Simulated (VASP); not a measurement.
Runs of VASP 6.6.1 on SiC. The structure is that of space group I-4m2 (No. 119), or close to it. The cells are those of the table. 

```csv
cell,gap on the mesh (eV),pressure (GPa)
"a = 2.989, b = 2.989, c = 3.451 Å, angles 54.7, 54.7, 70.5°, 2 atoms",none,-4.6
"a = 2.993, b = 2.993, c = 3.549 Å, angles 53.6, 53.6, 72.7°, 2 atoms",none,-8.4
"a = 2.995, b = 2.995, c = 3.340 Å, angles 56.1, 56.1, 67.8°, 2 atoms",none,-0.4
"a = 3.012, b = 3.012, c = 3.246 Å, angles 57.4, 57.4, 65.2°, 2 atoms",none,2.5
"a = 3.196, b = 3.196, c = 2.893 Å, angles 63.1, 63.1, 53.8°, 2 atoms",(a),3.0
"a = 3.424, b = 3.424, c = 2.686 Å, angles 66.9, 66.9, 46.2°, 2 atoms",none,(b)
"a = 3.131, b = 3.131, c = 2.978 Å, angles 61.6, 61.6, 56.8°, 2 atoms",0.82,4.2
"a = 3.037, b = 3.037, c = 3.161 Å, angles 58.6, 58.6, 62.7°, 2 atoms",0.55,4.2
```

Alike in all rows: task single point; level PBE; potentials or basis VASP PAW PBE potentials, release 64 (Si, C); no spin polarisation; k mesh 12 × 12 × 12; cutoff (eV) 520; smearing gaussian 0.05 eV.

Q: Fill in the values left out.

A: (a) 0.27; (b) 2.4.

A k mesh can miss the band edges.

A gap of «none» marks levels without a gap at the run's occupations.
